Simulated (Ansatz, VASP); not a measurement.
## Two plane-wave programs on SnSe2

The input INCAR:

```
SYSTEM = SnSe2
ALGO = Normal
EDIFF = 1E-6
EDIFFG = -0.005
ENCUT = 600
GGA = PE
IBRION = 2
ISIF = 3
ISMEAR = 0
LASPH = .True.
LCHARG = .False.
LREAL = .False.
LWAVE = .False.
NELM = 60
NSW = 100
PREC = Accurate
SIGMA = 0.02
```

Contents of KPOINTS:

```
k-points
0
Gamma
  12 12 4
  0 0 0
```

File POSCAR:

```
SnSe2
1.0
    3.8716723131      0.0000000000      0.0000000000
   -1.9358361565      3.3529665783      0.0000000000
    0.0000000000      0.0000000000      6.9711010260
Sn Se
1 2
Direct
    0.0000000000      0.0000000000      0.0000000000
    0.6666666667      0.3333333333      0.7712614522
    0.3333333333      0.6666666667      0.2287385478
```

Input for Ansatz:

```yaml
crystal:
  lattice:
    - [3.8716723134, 0.0, 0.0]
    - [-1.9358361567, 3.3529665785, 0.0]
    - [0.0, 0.0, 6.9711010272]
  atoms:
    - { symbol: Sn, position: [0.0, 0.0, 0.0] }
    - { symbol: Se, position: [0.6666666667, 0.3333333333, 0.7712614523] }
    - { symbol: Se, position: [0.3333333333, 0.6666666667, 0.2287385477] }
basis:
  ecutwfc: 420
kpoints:
  mp_grid: { grid: [12, 12, 4] }
hamiltonian:
  xc: pbe
scf:
  occupations: { method: gaussian, width: 0.02 }
output:
  forces: true
  stress: true
  eigenvalues: true
  write_density: true
  write_potential: true
  elf: true
  volumetric_format: npy
relax:
  adjacent_minimum: "off"
  f_tol: 0.005
  max_steps: 80
  cell: { stress_tol: 0.05 }
```

Alike in both runs: task relaxation of cell and atoms; functional PBE; k mesh 12 × 12 × 4; occupations gaussian, width 0.02 eV; no spin polarisation.

|  | VASP | Ansatz |
| --- | --- | --- |
| version | VASP 6.6.1 | Ansatz 0.2.0 |
| potentials or method | VASP PAW PBE potentials, release 64 (Sn_d, Se), cutoff 600 eV | scalar-relativistic, plane waves, PAW |
| valence electrons in the cell | 26 | 46 |

```tsv
	VASP	Ansatz	Ansatz less VASP
gap on the k mesh at the Fermi level, each at its own relaxed structure (eV)	0.69	0.70	+0.006
relaxed volume (Å³/atom)	30.20	30.17	-0.036
relaxed length of the cell vector where the two differ most in proportion (Å)	6.975	6.971	-0.0035
```

VASP's potentials hold 26 valence electrons a cell and Ansatz's 46, so a difference there can come from the potentials and not from the codes.
